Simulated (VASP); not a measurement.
The system is Co.

```
CELL_PARAMETERS angstrom
0.00000 2.36454 2.36454
2.36454 0.00000 2.36454
2.36454 2.36454 0.00000
ATOMIC_POSITIONS crystal
Co 0.12500 0.12500 0.12500
Co 0.87500 0.87500 0.87500
```

This cell differs from its parent crystal: volume scaled by 0.96.

Base run:

```yaml
Program: VASP 6.6.1
Functional: LDA
Potentials_or_basis: VASP PAW LDA potentials, release 64 (Co_sv)
Cutoff: 600 eV
k_mesh: 13 × 13 × 13
Occupations: fermi-dirac, width 0.1 eV
Spin: no spin polarisation
```

Its results: band gap on the k mesh zero (band 17 reaches 9.32 eV, above the bottom of band 18 at 8.33 eV); pressure 4.4 GPa.

Task: The run is repeated on the same cell with these changes: potentials or basis from VASP PAW LDA potentials, release 64 (Co_sv) to VASP PAW LDA potentials, release 64 (Co); cutoff from 600 eV to 520 eV; further incar settings from ALGO = Normal; EDIFF = 1e-06; NBANDS = 24 to ALGO = Normal; EDIFF = 1e-06; NBANDS = 16; valence electrons from 34 to 18. What comes out?

Result: Band gap on the k mesh zero (band 9 reaches 7.99 eV, above the bottom of band 10 at 7.02 eV); pressure 5.1 GPa.

Caveats: the run has no spin polarisation, though such a crystal can be magnetic.
